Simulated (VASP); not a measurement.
Input of a VASP 6.6.1 run:

File INCAR:

```
SYSTEM = Mg
ALGO = Normal
EDIFF = 1E-6
ENCUT = 600
GGA = PE
GGA_COMPAT = .False.
ISIF = 2
ISMEAR = 0
LASPH = .True.
LCHARG = .False.
LREAL = .False.
LWAVE = .False.
NBANDS = 7
NELM = 120
PREC = Accurate
SIGMA = 0.1
```

File KPOINTS:

```
k-points
0
Gamma
  6 6 4
  0 0 0
```

File POSCAR:

```
Mg
1.0
    3.1318601073      0.0000000000      0.0000000000
   -1.5659300536      2.7122704140      0.0000000000
    0.0000000000      0.0000000000      5.0248865176
Mg
1
Direct
    0.6666666667      0.3333333333      0.5000000000
```

Potentials or basis: VASP PAW PBE potentials, release 64 (Mg).

Launch:

```sh
$ cat potpaw_PBE.64/Mg/POTCAR > POTCAR
$ mpirun -np 1 vasp_std > vasp.out
```

Problem. Estimate the pressure.

Solution. -1.2 GPa.

Problem. What does it give for the band gap on the k mesh?

Solution. Zero (bands 1 and 2 overlap by 2.80 eV).

Stress tensor (GPa, compression positive):
```
-1.11  0.00  0.00
 0.00 -1.11  0.00
 0.00  0.00 -1.41
```

Caveat: the k points lie up to 0.39 Å⁻¹ apart, too coarse for converged energies and pressures of a metal; the cell differs from its parent crystal (atoms taken out).
